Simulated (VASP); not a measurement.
Runs of VASP 6.6.1 on Hg. The structure is that of space group P6_3/mmc (No. 194), or close to it. The cells are those of the table. 

```tsv
cell	gap on the mesh (eV)	pressure (GPa)
a = 3.337, b = 3.337, c = 10.985 Å, angles 90.0, 90.0, 120.0°, 4 atoms	none	-0.5
a = 3.337, b = 3.337, c = 9.794 Å, angles 90.0, 90.0, 120.0°, 4 atoms	none	(a)
a = 3.337, b = 3.337, c = 9.000 Å, angles 90.0, 90.0, 120.0°, 4 atoms	none	7.7
a = 3.337, b = 3.337, c = 11.779 Å, angles 90.0, 90.0, 120.0°, 4 atoms	none	-1.1
```

Alike in all rows: task single point; level PBE+D3(BJ); potentials or basis VASP PAW PBE potentials, release 64 (Hg); no spin polarisation; k mesh 18 × 18 × 6; cutoff (eV) 520; smearing gaussian 0.15 eV.

Task: Fill in the values left out.

Result: (a) 2.2.

Caveats: spin-orbit coupling is left out, which moves the levels of the heavy elements; pairwise dispersion overbinds metals, which lowers pressure and volume.

A k mesh can miss the band edges, and the runs leave out spin-orbit coupling on Hg.

A gap of «none» marks levels without a gap at the run's occupations.
